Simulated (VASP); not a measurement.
Set up this calculation in VASP 6.6.1, as the native input.

| Property | Result |
| --- | --- |
| Task | single point |
| Functional | revPBE |
| Potentials or basis | VASP PAW PBE potentials, release 64 (Ga_d) |
| Cutoff | 520 eV |
| k mesh | 12 × 12 × 7 |
| Occupations | fermi-dirac, width 0.1 eV |
| Spin | no spin polarisation |
| Dipole correction | no |
| Further INCAR settings | ALGO = Normal; EDIFF = 1e-06; NBANDS = 20 |

The structure of Ga lies in POSCAR:

```
Ga
1.0
    3.0620062595      0.0000000000      0.0000000000
   -1.5310031298      2.6517752072      0.0000000000
    0.0000000000      0.0000000000      4.8319338860
Ga
2
Direct
    0.3333333333      0.6666666667      0.2500000000
    0.6666666667      0.3333333333      0.7500000000
```

One way to write it, as run:

INCAR

```
SYSTEM = Ga
PREC = Accurate ; ENCUT = 520
EDIFF = 1E-6 ; ISMEAR = -1
SIGMA = 0.1 ; LREAL = .False.
LASPH = .True. ; NELM = 80
ALGO = Normal ; ISIF = 2
LWAVE = .False. ; LCHARG = .False.
GGA = RE ; NBANDS = 20
```

KPOINTS

```
Automatic mesh
0
Gamma
  12 12 7
  0 0 0
```

Potentials or basis: VASP PAW PBE potentials, release 64 (Ga_d).

Launch:

```bash
$ cat potpaw_PBE.64/Ga_d/POTCAR > POTCAR
$ mpirun -np 1 vasp_std > vasp.out
```

Results of the run:

| Property | Result |
| --- | --- |
| Pressure | 0.1 GPa |
| Band gap on the k mesh | zero (band 13 reaches 8.74 eV, above the bottom of band 14 at 2.78 eV) |

Caveat: the PAW data sets were made with another functional, which shifts forces and pressure a little.

Run time: 29 s on 1 thread of Intel(R) Xeon(R) Platinum 8488C (Sapphire Rapids), on a shared host, peak memory 0.18 GiB.
